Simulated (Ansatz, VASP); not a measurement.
One calculation of Al3GaN4, two programs

```
Al Ga N
1.0
     4.40124    0.00000    0.00000
     0.00000    4.40124    0.00000
     0.00000    0.00000    4.22519
Al Ga N
3 1 4
Direct
  0.50000 0.50000 0.00000
  0.50000 0.00000 0.50000
  0.00000 0.50000 0.50000
  0.00000 0.00000 0.00000
  0.74446 0.74446 0.25554
  0.74446 0.25554 0.74446
  0.25554 0.74446 0.74446
  0.25554 0.25554 0.25554
```

Change from the starting cell: strain +0.000 along x and y, -0.040 along z, atoms carried along.

Alike in both runs: task single point; functional r2SCAN; k mesh 6 × 6 × 6; occupations gaussian, width 0.05 eV; no spin polarisation.

|  | VASP | Ansatz |
| --- | --- | --- |
| version | VASP 6.6.1 | Ansatz 0.2.0 |
| potentials or method | VASP PAW PBE potentials, release 64 (Al, Ga_d, N), cutoff 520 eV | scalar-relativistic, plane waves, PAW |
| valence electrons in the cell | 42 | 42 |

|  | VASP | Ansatz | Ansatz less VASP |
| --- | --- | --- | --- |
| gap on the k mesh at the Fermi level (eV) | 3.79 | 3.80 | +0.007 |
| least direct gap on the mesh (eV) | 3.79 | 3.80 | +0.007 |
| pressure (GPa) | 9.0 | 9.0 | -0.04 |
| traceless stress, the component that is largest in VASP (GPa) | 3.30 | 3.31 | +0.012 |
| rms of the force components (eV/Å) | 0.041 | 0.020 | -0.0207 |

VASP's potentials were made for PBE, not for r2SCAN. Atom by atom the forces differ by 0.033 eV/Å (rms over components). The functional is the same, so the differences come from potentials, cutoffs and numerics.
